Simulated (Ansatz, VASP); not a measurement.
Two plane-wave programs on BeTe2

```
Be Te
1.0
     5.26548    0.00000    0.00000
    -2.63274    4.56004    0.00000
     0.00000    0.00000    3.24155
Be Te
1 2
Direct
  0.00000 0.00000 0.50000
  0.33333 0.66667 0.00000
  0.66667 0.33333 0.00000
```

Alike in both runs: functional PBE; k mesh 5 × 5 × 5; occupations gaussian, width 0.2 eV; no spin polarisation.

Ansatz relaxed the structure, and its values are those at the end. VASP's run is a single point on that final structure, the one shown.

```csv
,VASP,Ansatz
version,VASP 6.6.1,Ansatz 0.2.0
potentials or method,"VASP PAW PBE potentials, release 64 (Be, Te), cutoff 600 eV","scalar-relativistic, plane waves, PAW"
valence electrons in the cell,14,34
```

|  | VASP | Ansatz | Ansatz less VASP |
| --- | --- | --- | --- |
| gap on the k mesh at the Fermi level (eV) | none | none | - |
| pressure (GPa) | -0.1 | -0.1 | +0.04 |

A gap of «none» marks a metal or a gap that the smearing closes. With one functional, cell and mesh, what is left measures potentials, basis and numerics. VASP's potentials hold 14 valence electrons a cell and Ansatz's 34, so a difference there can come from the potentials and not from the codes.

The k mesh is coarse, so the values compare programs but aren't converged. Spin-orbit coupling is off throughout.
